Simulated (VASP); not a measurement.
AlNi3: single point with PBEsol

AlNi3:

```
CELL_PARAMETERS angstrom
0.00000 2.80189 2.80189
2.80189 0.00000 2.80189
2.80189 2.80189 0.00000
ATOMIC_POSITIONS crystal
Ni 0.75000 0.75000 0.75000
Ni 0.00000 0.00000 0.00000
Ni 0.25000 0.25000 0.25000
Al 0.50000 0.50000 0.50000
```

* Program: VASP 6.6.1
* Task: single point
* Functional: PBEsol
* Potentials or basis: VASP PAW PBE potentials, release 64 (Ni, Al)
* Cutoff: 520 eV
* k mesh: 7 × 7 × 7
* Occupations: fermi-dirac, width 0.05 eV
* Spin: collinear spin, zero start
* Starting moments: [0.0, 0.0, 0.0, 0.0] μB
* Fixed moment: 0 μB
* Dipole correction: no
* Further INCAR settings: ALGO = Normal; EDIFF = 1e-06; NBANDS = 28

```
Pressure                                              : -0.5 GPa
Net moment                                            : 0.00 μB per cell
Valence electrons inside the program's atomic spheres : Ni 9.46, 9.41; Al 0.82
```

Run time: 29 s on 1 thread of Intel(R) Xeon(R) 6975P-C (Granite Rapids), with other jobs on the host, peak memory 0.2 GiB.

Caveat: the PAW data sets were made with another functional, which shifts forces and pressure a little; the total moment is fixed, so each spin has its own Fermi level.
